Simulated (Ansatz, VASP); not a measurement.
Two plane-wave programs on Hg

File INCAR:

```
PREC = Accurate
ENCUT = 600
EDIFF = 1E-6
ISMEAR = -1
SIGMA = 0.05
LREAL = F
LASPH = T
NELM = 80
ALGO = Normal
ISIF = 3
LWAVE = F
LCHARG = F
IBRION = 2
NSW = 60
EDIFFG = -0.005
```

File KPOINTS:

```
Automatic mesh
0
Gamma
  14 14 14
```

Contents of POSCAR:

```
Hg
1.0
    2.9046410032      0.0000000000      0.0000000000
    0.0000000000      2.9046410032      0.0000000000
    0.0000000000      0.0000000000      2.9046410032
Hg
1
Direct
    0.0000000000      0.0000000000      0.0000000000
```

Input for Ansatz:

```yaml
crystal:
  lattice:
    - [2.9046410032, 0.0, 0.0]
    - [0.0, 2.9046410032, 0.0]
    - [0.0, 0.0, 2.9046410032]
  atoms:
    - { symbol: Hg, position: [0.0, 0.0, 0.0] }
kpoints:
  mp_grid: { grid: [14, 14, 14] }
scf:
  occupations: { method: fermi_dirac, width: 0.05 }
hamiltonian:
  xc: lda
  pseudopotentials: { kind: paw }
output:
  forces: true
  stress: true
relax:
  f_tol: 0.005
  max_steps: 40
  cell: {}
```

Alike in both runs: task relaxation of cell and atoms; functional LDA; k mesh 14 × 14 × 14; occupations fermi-dirac, width 0.05 eV; no spin polarisation.

```csv
,VASP,Ansatz
version,VASP 6.6.1,Ansatz 0.2.0
potentials or method,"VASP PAW LDA potentials, release 64 (Hg)","PAW with Ansatz's default frozen-core files, scalar-relativistic"
plane-wave cutoff (eV),600,420
valence electrons in the cell,12,20
```

```tsv
	VASP	Ansatz	Ansatz less VASP
relaxed volume (Å³/atom)	24.54	24.16	-0.379
relaxed cell length with the largest relative difference (Å)	2.906	2.891	-0.0150
```

LDA's correlation is that of Perdew and Zunger in VASP and of Perdew and Wang (1992) in Ansatz. VASP's potentials hold 12 valence electrons a cell and Ansatz's 20, so a difference there can come from the potentials and not from the codes.

Spin-orbit coupling is off throughout.
